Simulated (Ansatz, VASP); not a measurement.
**One calculation of Zr, two programs**

The input INCAR:

```
SYSTEM = Zr
PREC = Accurate
ENCUT = 520
EDIFF = 1E-6
ISMEAR = -1
SIGMA = 0.05
LREAL = .False.
LASPH = .True.
NELM = 80
ALGO = Normal
ISIF = 2
LWAVE = .False.
LCHARG = .False.
GGA = PE
NBANDS = 19
```

The input KPOINTS:

```
Automatic mesh
0
Gamma
  15 15 8
  0 0 0
```

Contents of POSCAR:

```
Zr
1.0
    3.1321428636      0.0000000000      0.0000000000
   -1.5660714318      2.7125152881      0.0000000000
    0.0000000000      0.0000000000      5.0645965655
Zr
2
Direct
    0.3333333333      0.6666666667      0.2500000000
    0.6666666667      0.3333333333      0.7500000000
```

Input for Ansatz:

```yaml
crystal:
  lattice:
    - [3.1321428636, 0.0, 0.0]
    - [-1.5660714318, 2.7125152881, 0.0]
    - [0.0, 0.0, 5.0645965655]
  atoms:
    - { symbol: Zr, position: [0.3333333333, 0.6666666667, 0.25] }
    - { symbol: Zr, position: [0.6666666667, 0.3333333333, 0.75] }
kpoints:
  mp_grid: { grid: [15, 15, 8] }
scf:
  occupations: { method: fermi_dirac, width: 0.05 }
hamiltonian:
  xc: pbe
  pseudopotentials: { kind: all_electron, lapw: { basis_error: 0.001 } }
output:
  forces: true
  stress: true
  eigenvalues: true
  populations: true
```

Change from the starting cell: volume scaled by 0.92, LAPW.

Alike in both runs: task single point; functional PBE; k mesh 15 × 15 × 8; occupations fermi-dirac, width 0.05 eV; no spin polarisation.

```csv
,VASP,Ansatz
version,VASP 6.6.1,Ansatz 0.2.0
potentials or method,"VASP PAW PBE potentials, release 64 (Zr_sv), cutoff 520 eV","all-electron LAPW, scalar-relativistic"
```

|  | VASP | Ansatz | Ansatz less VASP |
| --- | --- | --- | --- |
| pressure (GPa) | 8.9 | 8.9 | +0.01 |

Ansatz ran all-electron here, and VASP with PAW potentials.
